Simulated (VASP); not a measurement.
Wanted: the native input for a VASP 6.6.1 run.

```
Task                   : single point
Functional             : PBE
Dispersion             : D3(BJ)
Potentials or basis    : VASP PAW PBE potentials, release 64 (C_h, S)
Cutoff                 : 910 eV
k mesh                 : 6 × 4 × 2
Occupations            : gaussian, width 0.1 eV
Spin                   : no spin polarisation
Dipole correction      : no
Further INCAR settings : ALGO = Normal; EDIFF = 1e-06; NBANDS = 32
```

The structure of CS3 lies in POSCAR:

```
CS3
1.0
    3.4982660250      0.0000000000     -0.0045977301
    0.0000000000      5.4359247728      0.0000000000
   -1.0609054669      0.0000000000      7.8923724271
C S
2 6
Direct
    0.2658676217      0.2515137562      0.9763200819
    0.2658676217      0.7484862438      0.9763200819
    0.1955924910      0.7481123464      0.1791551661
    0.1955924910      0.2518876536      0.1791551661
    0.7265875327      0.6784114203      0.4935260193
    0.7265875327      0.3215885797      0.4935260193
    0.4068405692      0.5000000000      0.8630052949
    0.2131120429      0.0000000000      0.8389268640
```

The input as run:

INCAR

```
SYSTEM = CS3
ALGO = Normal
EDIFF = 1E-6
ENCUT = 910
GGA = PE
GGA_COMPAT = .False.
ISIF = 2
ISMEAR = 0
IVDW = 12
LASPH = .True.
LCHARG = .True.
LELF = .True.
LREAL = .False.
LVHAR = .True.
LWAVE = .False.
NBANDS = 32
NELM = 120
PREC = Accurate
SIGMA = 0.1
```

KPOINTS

```
k-points
0
Gamma
  6 4 2
  0 0 0
```

Potentials or basis: VASP PAW PBE potentials, release 64 (C_h, S).

Run with:

```console
$ cat potpaw_PBE.64/C_h/POTCAR potpaw_PBE.64/S/POTCAR > POTCAR
$ mpirun -np 1 vasp_std > vasp.out
```

Results of the run:

* Pressure: -0.6 GPa
* Largest force: 0.195 eV/Å
* Band gap on the k mesh: zero (bands 22 and 23 overlap by 1.17 eV)
* Dispersion energy per atom: -0.248 eV

Caveat: the k points lie up to 0.40 Å⁻¹ apart, too coarse for converged energies and pressures of a metal; the cutoff is under 1.25 times the usual one of these potentials, so pressure, stress and relaxed cells hold a basis-set (Pulay) error.

It took 3.7 min on 1 thread of Intel(R) Xeon(R) Platinum 8259CL CPU @ 2.50GHz (Skylake/Cascade Lake), with other jobs on the host, peak memory 0.51 GiB.
